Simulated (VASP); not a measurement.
Here is a VASP 6.6.1 calculation.

Contents of INCAR:

```
  ALGO = Normal
  EDIFF = 1E-7
  ENCUT = 520
  GGA = PS
  ISIF = 2
  ISMEAR = 0
  LASPH = T
  LCHARG = F
  LREAL = F
  LWAVE = F
  NBANDS = 52
  NELM = 60
  PREC = Accurate
  SIGMA = 0.15
```

The input KPOINTS:

```
k-points
0
Gamma
  12 12 8
```

The input POSCAR:

```
Ti3O
1.0
    5.4454066292      0.0000000000      0.0000000000
   -2.7227033146      4.7158604748      0.0000000000
    0.0000000000      0.0000000000      4.8458180485
Ti O
6 2
Direct
    0.0000000000      0.6708131061      0.7500000000
    0.0000000000      0.3291868939      0.2500000000
    0.6708131061      0.0000000000      0.7500000000
    0.6708131061      0.6708131061      0.2500000000
    0.3291868939      0.3291868939      0.7500000000
    0.3291868939      0.0000000000      0.2500000000
    0.0000000000      0.0000000000      0.5000000000
    0.0000000000      0.0000000000      0.0000000000
```

Potentials or basis: VASP PAW PBE potentials, release 64 (Ti_sv, O).

The run is started by

```sh
$ cat potpaw_PBE.64/Ti_sv/POTCAR potpaw_PBE.64/O/POTCAR > POTCAR
$ mpirun -np 1 vasp_std > vasp.out
```

(1) Predict the pressure.

(2) What does it give for the band gap on the k mesh?

Results:

(1) -17.6 GPa.

(2) zero (bands 42 and 43 overlap by 0.59 eV).

Caveat: the cell differs from its parent crystal (strain +0.0750 x Voigt [1, 1, 0, 0, 0, 0]); the cell stands under tension; the PAW data sets were made with another functional, which shifts forces and pressure a little.
